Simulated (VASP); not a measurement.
# Os2N (Fd-3m) in VASP: a series of runs

Os2N is run at these levels: PBE; tasks: single point, relaxation of cell and atoms.

Everything below comes from runs of VASP 6.6.1. Logs are shortened: lines on timing, memory, paths and dates and some standing lists are left out, and cuts for length are marked.

## Step 1: The cell of the first run

It takes space group Fd-3m (No. 227, cubic). The conventional cell has a = 7.135 Å, b = 7.135 Å, c = 7.135 Å, α = 90.00°, β = 90.00°, γ = 90.00°. Within 3.3 Å of Os (site symmetry -3m) lie 6 Os at 2.52 Å and 6 N at 2.96 Å. N (site symmetry -43m) has 12 Os at 2.96 Å and 4 N at 3.09 Å within 3.9 Å.

## Step 2: Single point, PBE

The input, INCAR:

```
  PREC = Accurate
  ENCUT = 520
  EDIFF = 1E-6
  ISMEAR = 0
  SIGMA = 0.1
  LREAL = F
  LASPH = T
  NELM = 100
  ALGO = Normal
  ISIF = 2
  LWAVE = F
  LCHARG = F
  GGA = PE
  NBANDS = 30
```

The input, KPOINTS:

```
Automatic mesh
0
Gamma
  6 6 6
```

The input, POSCAR:

```
Os2N
1.0
    0.0000000000      3.5676618555      3.5676618555
    3.5676618555      0.0000000000      3.5676618555
    3.5676618555      3.5676618555      0.0000000000
Os N
4 2
Direct
    0.6250000000      0.6250000000      0.6250000000
    0.1250000000      0.6250000000      0.6250000000
    0.6250000000      0.6250000000      0.1250000000
    0.6250000000      0.1250000000      0.6250000000
    0.0000000000      0.0000000000      0.0000000000
    0.2500000000      0.2500000000      0.2500000000
```

Potentials or basis: VASP PAW PBE potentials, release 64 (Os, N).

Started as:

```console
$ cat potpaw_PBE.64/Os/POTCAR potpaw_PBE.64/N/POTCAR > POTCAR
$ mpirun -np 1 vasp_std > vasp.out
```

OUTCAR:

```text
PREC = Accurate
   ENCUT = 520
   EDIFF = 1E-6
   ISMEAR = 0
   LREAL = F
   LASPH = T
   NELM = 100
   ISIF = 2
   GGA = PE

 ion  position               nearest neighbor table
   1  0.625  0.625  0.625-   2 2.52   3 2.52   4 2.52   3 2.52   4 2.52   2 2.52
   2  0.125  0.625  0.625-   1 2.52   3 2.52   4 2.52   1 2.52   3 2.52   4 2.52
   3  0.625  0.625  0.125-   1 2.52   1 2.52   2 2.52   4 2.52   4 2.52   2 2.52
   4  0.625  0.125  0.625-   1 2.52   3 2.52   1 2.52   2 2.52   3 2.52   2 2.52
   5  0.000  0.000  0.000-
   6  0.250  0.250  0.250-

  LATTYP: Found a face centered cubic cell.
 ALAT       =     7.1353237110

  Lattice vectors:

 A1 = (   0.0000000000,   3.5676618555,   3.5676618555)
 A2 = (   3.5676618555,   0.0000000000,   3.5676618555)
 A3 = (   3.5676618555,   3.5676618555,   0.0000000000)

Analysis of symmetry for initial positions (statically):
=====================================================================
 Subroutine PRICEL returns:
 Original cell was already a primitive cell.

 Routine SETGRP: Setting up the symmetry group for a
 face centered cubic supercell.

 Subroutine GETGRP returns: Found 48 space group operations
 (whereof 24 operations were pure point group operations)
 out of a pool of 48 trial point group operations.

The static configuration has the point symmetry T_d .
 The point group associated with its full space group is O_h .

Analysis of symmetry for dynamics (positions and initial velocities):
=====================================================================
 Subroutine PRICEL returns:
 Original cell was already a primitive cell.

 Routine SETGRP: Setting up the symmetry group for a
 face centered cubic supercell.

 Subroutine GETGRP returns: Found 48 space group operations
 (whereof 24 operations were pure point group operations)
 out of a pool of 48 trial point group operations.

The dynamic configuration has the point symmetry T_d .
 The point group associated with its full space group is O_h .

 Subroutine INISYM returns: Found 48 space group operations
 (whereof 24 operations are pure point group operations),
 and found     1 'primitive' translations

----------------------------------------------------------------------------------------

                                     Primitive cell

  volume of cell :      90.8199

  direct lattice vectors                    reciprocal lattice vectors
     0.000000000  3.567661855  3.567661855    -0.140147811  0.140147811  0.140147811
     3.567661855  0.000000000  3.567661855     0.140147811 -0.140147811  0.140147811
     3.567661855  3.567661855  0.000000000     0.140147811  0.140147811 -0.140147811

  length of vectors
     5.045435782  5.045435782  5.045435782     0.242743129  0.242743129  0.242743129

  position of ions in fractional coordinates (direct lattice)
     0.625000000  0.625000000  0.625000000
     0.125000000  0.625000000  0.625000000
     0.625000000  0.625000000  0.125000000
     0.625000000  0.125000000  0.625000000
     0.000000000  0.000000000  0.000000000
     0.250000000  0.250000000  0.250000000

  ion indices of the primitive-cell ions
   primitive index   ion index
                 1           1
                 2           2
                 3           3
                 4           4
                 5           5
                 6           6

----------------------------------------------------------------------------------------

 KPOINTS: Automatic mesh

Automatic generation of k-mesh.
 Grid dimensions read from file:
 generate k-points for:    6    6    6

 Generating k-lattice:

  Cartesian coordinates                     Fractional coordinates (reciprocal lattice)
    -0.023357969  0.023357969  0.023357969     0.166666667  0.000000000  0.000000000
     0.023357969 -0.023357969  0.023357969     0.000000000  0.166666667  0.000000000
     0.023357969  0.023357969 -0.023357969     0.000000000  0.000000000  0.166666667

  Length of vectors
     0.040457188  0.040457188  0.040457188

  Shift w.r.t. Gamma in fractional coordinates (k-lattice)
     0.000000000  0.000000000  0.000000000

 Subroutine IBZKPT returns following result:
 ===========================================

 Found     16 irreducible k-points:

 Following reciprocal coordinates:
            Coordinates               Weight
  0.000000  0.000000  0.000000      1.000000
  0.166667  0.000000  0.000000      8.000000
  0.333333  0.000000  0.000000      8.000000
  0.500000  0.000000  0.000000      4.000000
  0.166667  0.166667  0.000000      6.000000
  0.333333  0.166667  0.000000     24.000000
[... 8 lines left out ...]
 -0.333333  0.333333  0.166667     24.000000
 -0.333333  0.500000  0.166667     12.000000
   k-points           NKPTS =     16   k-points in BZ     NKDIM =     16   number of bands    NBANDS=     30
   number of dos      NEDOS =    301   number of ions     NIONS =      6
   total plane-waves  NPLWV =  64000
   dimension x,y,z NGX =    40 NGY =   40 NGZ =   40
   dimension x,y,z NGXF=    80 NGYF=   80 NGZF=   80
   ions per type =               4   2
   NGX,Y,Z   is equivalent  to a cutoff of  13.18, 13.18, 13.18 a.u.
   NGXF,Y,Z  is equivalent  to a cutoff of  26.36, 26.36, 26.36 a.u.
 SYSTEM =  unknown system
   PREC   = accura    normal or accurate (medium, high low for compatibility)
   ISTART =      0    job   : 0-new  1-cont  2-samecut
   ICHARG =      2    charge: 1-file 2-atom 10-const
   ISPIN  =      1    spin polarized calculation?
   LNONCOLLINEAR =      F non collinear calculations
   LSORBIT =      F    spin-orbit coupling
   LASPH  =      T    aspherical Exc in radial PAW
   ENCUT  =  520.0 eV  38.22 Ry    6.18 a.u.   9.38  9.38  9.38*2*pi/ulx,y,z
   NELM   =    100;   NELMIN=  2; NELMDL= -5     # of ELM steps
   EDIFF  = 0.1E-05   stopping-criterion for ELM
   LREAL  =      F    real-space projection
   EDIFFG = 0.1E-04   stopping-criterion for IOM
   NSW    =      0    number of steps for IOM
   IBRION =     -1    ionic relax: 0-MD 1-quasi-New 2-CG
   NFREE  =      0    steps in history (QN), initial steepest desc. (CG)
   ISIF   =      2    stress and relaxation
   ISYM   =      2    0-nonsym 1-usesym 2-fastsym
   POTIM  = 0.5000    time-step for ionic-motion
   TEBEG  =    0.0;   TEEND  =   0.0 temperature during run
   PSTRESS=    0.0 pullay stress
   NELECT =      42.0000    total number of electrons
   NUPDOWN=      -1.0000    fix difference up-down
   EMIN   =  10.00;   EMAX   =-10.00  energy-range for DOS
   EFERMI =   0.00;   METHOD = LEGACY
   ISMEAR =     0;   SIGMA  =   0.10  broadening in eV -4-tet -1-fermi 0-gaus
   EFERMI_NEDOS =   21; number of points for ismear=-14 and -15
   IALGO  =     38    algorithm
   IMIX   =      4    mixing-type and parameters
     AMIX     =   0.40;   BMIX     =  1.00
     AMIX_MAG =   1.60;   BMIX_MAG =  1.00
  volume/ion in A,a.u.               =      15.14       102.15
  Fermi-wavevector in a.u.,A,eV,Ry     =   1.265992  2.392378 21.806539  1.602735
  Thomas-Fermi vector in A             =   2.399216
   LORBIT       =      0    0 simple, 1 ext, 2 COOP (PROOUT), +10 PAW based schemes
   GGA     = PE    functional components
   LHFCALC =     F    Hartree Fock is set to
   AEXX    =    0.0000 exact exchange contribution
   IVDW    =     0    specifies the selected vdW correction
   LEPSILON=     F    determine dielectric tensor
   LRPA    =     F    only Hartree local field effects (RPA)
 non-spin polarized calculation
 Gauss-broadening in eV      SIGMA  =   0.10
  energy-cutoff  :      520.00
  volume of cell :       90.82
 maximum number of plane-waves:      2457
 NGX is ok and might be reduce to    40
   NGX = 19   NGY = 19   NGZ = 19

 number of electron      42.0000001 magnetization

 Free energy of the ion-electron system (eV)
  ---------------------------------------------------
  ext. energy  EPLUGINS =         0.00000000
  ---------------------------------------------------
  free energy    TOTEN  =       -44.52041326 eV

  energy without entropy =      -44.46571698  energy(sigma->0) =      -44.49306512

 E-fermi :   5.6137     XC(G=0): -12.1462

 val. band max:        5.6107699824   @ k =   0.5000   0.5000   0.0000
 cond. band min:       5.6252823133   @ k =  -0.3333   0.3333   0.1667
 fundamental gap:      0.0145123309
 Fermi energy:         5.6136665943

 k-point     1 :       0.0000    0.0000    0.0000
  band No.  band energies     occupation
      1      -8.3000      2.00000
      2      -6.8313      2.00000
      3      -4.4017      2.00000
      4      -1.0525      2.00000
      5      -1.0525      2.00000
      6      -1.0525      2.00000
[... 22 lines left out ...]
     29       9.7080      0.00000
     30       9.7080      0.00000

 k-point     2 :       0.1667    0.0000    0.0000
  band No.  band energies     occupation
      1      -8.1890      2.00000
      2      -6.9223      2.00000
      3      -4.1119      2.00000
      4      -0.9307      2.00000
      5      -0.8221      2.00000
      6      -0.8221      2.00000
[... 22 lines left out ...]
     29       8.1803      0.00000
     30       9.7077      0.00000

 k-point     3 :       0.3333    0.0000    0.0000
  band No.  band energies     occupation
      1      -7.9272      2.00000
      2      -7.1260      2.00000
      3      -3.4949      2.00000
      4      -0.5891      2.00000
      5      -0.3304      2.00000
      6      -0.3304      2.00000
[... 22 lines left out ...]
     29       7.0311      0.00000
     30       9.7071      0.00000

 k-point     4 :       0.5000    0.0000    0.0000
  band No.  band energies     occupation
      1      -7.7459      2.00000
      2      -7.2689      2.00000
      3      -3.1987      2.00000
      4      -0.2616      2.00000
      5      -0.0949      2.00000
      6      -0.0949      2.00000
[... 352 lines left out ...]
     29       6.8428      0.00000
     30       7.8084      0.00000

 k-point    15 :      -0.3333    0.3333    0.1667
  band No.  band energies     occupation
      1      -7.6067      2.00000
      2      -7.3633      2.00000
      3      -2.2501      2.00000
      4      -0.4819      2.00000
      5       0.1630      2.00000
      6       0.5793      2.00000
[... 22 lines left out ...]
     29       6.7620      0.00000
     30       7.4784      0.00000

 k-point    16 :      -0.3333    0.5000    0.1667
  band No.  band energies     occupation
      1      -7.4791      2.00000
      2      -7.4791      2.00000
      3      -1.3601      2.00000
      4      -1.3601      2.00000
      5       0.6760      2.00000
      6       0.6760      2.00000
[... 22 lines left out ...]
     29       6.6625      0.00000
     30       6.6625      0.00000

------------------------ aborting loop because EDIFF is reached ----------------------------------------

  FORCE on cell =-STRESS in cart. coord.  units (eV):
  Direction    XX          YY          ZZ          XY          YZ          ZX
  --------------------------------------------------------------------------------------
  -------------------------------------------------------------------------------------
  Total        0.1547354      0.1547354      0.1547354      0.0000000      0.0000000      0.0000000
  in kB        2.7297262      2.7297262      2.7297262      0.0000000      0.0000000      0.0000000
  external PRESSURE =       2.7297262 kB  Pullay stress =       0.0000000 kB

 VOLUME and BASIS-vectors are now :
 -----------------------------------------------------------------------------
  energy-cutoff  :      520.00
  volume of cell :       90.82
      direct lattice vectors                 reciprocal lattice vectors
     0.000000000  3.567661855  3.567661855    -0.140147811  0.140147811  0.140147811
     3.567661855  0.000000000  3.567661855     0.140147811 -0.140147811  0.140147811
     3.567661855  3.567661855  0.000000000     0.140147811  0.140147811 -0.140147811

 POSITION                                       TOTAL-FORCE (eV/Angst)
 -----------------------------------------------------------------------------------
      4.45958      4.45958      4.45958        -0.000000      0.000000      0.000000
      4.45958      2.67575      2.67575        -0.000000      0.000000      0.000000
      2.67575      2.67575      4.45958        -0.000000      0.000000      0.000000
      2.67575      4.45958      2.67575        -0.000000      0.000000      0.000000
      0.00000      0.00000      0.00000        -0.000000     -0.000000      0.000000
      1.78383      1.78383      1.78383         0.000000      0.000000     -0.000000
 -----------------------------------------------------------------------------------
    total drift:                                0.000000      0.000000      0.000000

  FREE ENERGIE OF THE ION-ELECTRON SYSTEM (eV)
  ---------------------------------------------------
  free  energy   TOTEN  =       -44.5204132618 eV

  energy  without entropy=      -44.4657169835  energy(sigma->0) =      -44.49306512
```

It took 35 s on 1 thread of Intel Xeon 6975P-C (Granite Rapids), shared host; peak memory 0.24 GiB.

What came out:

* Free energy: -44.5204 eV
* Pressure: 0.3 GPa
* Band gap on the k mesh: zero (bands 21 and 22 overlap by 0.60 eV)

Levels at points of the mesh, in eV from the Fermi level:
| k point | band 18 | band 19 | band 20 | band 21 | band 22 | band 23 | band 24 | band 25 |
| --- | --- | --- | --- | --- | --- | --- | --- | --- |
| (0.00, 0.00, 0.00) | 0.16 | 0.32 | 0.32 | 0.32 | 0.33 | 0.33 | 0.33 | 0.65 |
| (0.50, 0.00, 0.00) | -1.83 | -0.52 | -0.52 | -0.41 | -0.06 | -0.06 | 0.20 | 0.38 |
| (0.50, 0.50, 0.00) | -2.08 | -1.86 | -1.86 | 0.00 | 0.00 | 0.28 | 0.28 | 0.53 |

Caveat: spin-orbit coupling is left out, which moves the levels of the heavy elements.

[end of part 1 of 2]
